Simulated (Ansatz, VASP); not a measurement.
# S in VASP and in Ansatz

Contents of INCAR:

```
PREC     = Accurate       # precision mode
ENCUT    = 520            # plane-wave cutoff, eV
EDIFF    = 1E-6           # SCF threshold, eV
ISMEAR   = 0              # smearing method
SIGMA    = 0.15           # smearing width, eV
LREAL    = F              # projectors in reciprocal space
LASPH    = T              # aspherical terms in the spheres
NELM     = 80             # most SCF steps
ALGO     = Normal         # electronic algorithm
ISIF     = 2              # what is computed and relaxed
LWAVE    = F              # write WAVECAR
LCHARG   = F              # write CHGCAR
GGA      = CA             # functional
NBANDS   = 9              # bands
```

File KPOINTS:

```
Automatic mesh
0
Gamma
  20 20 20
```

POSCAR

```
S
1.0
    0.0000000000      1.9744068406      1.9943503440
    1.9943503440      0.0000000000      1.9943503440
    1.9943503440      1.9744068406      0.0000000000
S
1
Direct
    0.0000000000      0.0000000000      0.0000000000
```

Input for Ansatz:

```yaml
crystal:
  lattice:
    - [0.0, 1.9744068406, 1.994350344]
    - [1.994350344, 0.0, 1.994350344]
    - [1.994350344, 1.9744068406, 0.0]
  atoms:
    - { symbol: S, position: [0.0, 0.0, 0.0] }
basis:
  ecutwfc: 420
kpoints:
  mp_grid: { grid: [20, 20, 20] }
hamiltonian:
  xc: lda
scf:
  occupations: { method: gaussian, width: 0.15 }
output:
  forces: true
  stress: true
  eigenvalues: true
```

Change from the starting cell: strain -0.0100 x Voigt [0, 1, 0, 0, 0, 0], atoms carried along.

Alike in both runs: task single point; functional LDA; k mesh 20 × 20 × 20; occupations gaussian, width 0.15 eV; no spin polarisation.

|  | VASP | Ansatz |
| --- | --- | --- |
| version | VASP 6.6.1 | Ansatz 0.2.0 |
| potentials or method | VASP PAW LDA potentials, release 64 (S), cutoff 520 eV | scalar-relativistic, plane waves, PAW |
| valence electrons in the cell | 6 | 6 |

Ansatz gave:

| Item | Value |
| --- | --- |
| gap on the k mesh at the Fermi level (eV) | none |
| pressure (GPa) | -5.8 |
| traceless stress, the component that is largest in VASP (GPa) | -0.57 |

Question: Estimate VASP's values.

Answer: gap on the k mesh at the Fermi level (eV): none; pressure (GPa): -5.8; traceless stress, the component that is largest in VASP (GPa): -0.56.

LDA's correlation is that of Perdew and Zunger in VASP and of Perdew and Wang (1992) in Ansatz. A gap of «none» marks a metal or a gap that the smearing closes.
